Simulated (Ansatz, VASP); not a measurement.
**CoO: VASP beside Ansatz**

INCAR

```
PREC = Accurate ; ENCUT = 520
EDIFF = 1E-6 ; ISMEAR = -1
SIGMA = 0.05 ; LREAL = F
LASPH = T ; NELM = 150
ALGO = Normal ; ISIF = 2
LWAVE = F ; LCHARG = T
ISPIN = 2 ; MAGMOM = 3 0
LORBIT = 11 ; LMAXMIX = 4
GGA = PE ; LELF = T
LVHAR = T ; NBANDS = 18
```

KPOINTS

```
regular mesh
0
Gamma
  10 10 10
```

The input POSCAR:

```
CoO
1.0
    0.0000000000      2.2957989903      2.2957989903
    2.2957989903      0.0000000000      2.2957989903
    2.2957989903      2.2957989903      0.0000000000
Co O
1 1
Direct
    0.0000000000      0.0000000000      0.0000000000
    0.2500000000      0.2500000000      0.2500000000
```

Contents of input.yaml:

```yaml
crystal:
  lattice:
    - [0.0, 2.2957989903, 2.2957989903]
    - [2.2957989903, 0.0, 2.2957989903]
    - [2.2957989903, 2.2957989903, 0.0]
  atoms:
    - { symbol: Co, position: [0.0, 0.0, 0.0], spin: 3.0 }
    - { symbol: O, position: [0.25, 0.25, 0.25] }
kpoints:
  mp_grid: { grid: [10, 10, 10] }
scf:
  occupations: { method: fermi_dirac, width: 0.05 }
hamiltonian:
  xc: pbe
  pseudopotentials: { kind: all_electron, lapw: { basis_error: 0.0005 } }
magnetization:
  spin_polarized: true
output:
  forces: true
  stress: true
  eigenvalues: true
```

Change from the starting cell: volume scaled by 0.94.

Alike in both runs: task single point; functional PBE; k mesh 10 × 10 × 10; occupations fermi-dirac, width 0.05 eV; collinear spin.

|  | VASP | Ansatz |
| --- | --- | --- |
| version | VASP 6.6.1 | Ansatz 0.2.0 |
| potentials or method | VASP PAW PBE potentials, release 64 (Co, O), cutoff 520 eV | all-electron LAPW, scalar-relativistic |

```csv
,VASP,Ansatz,Ansatz less VASP
gap on the k mesh at the Fermi level (eV),none,none,-
pressure (GPa),-6.9,-6.5,+0.42
net moment per atom (μB),1.45,1.45,+0.004
size of the moment on the site where the two differ most (μB),2.49,2.48,-0.010
```

Site moments also hang on the region over which each program counts them. A gap of «none» marks a metal or a gap that the smearing closes. Ansatz ran all-electron here, and VASP with PAW potentials.
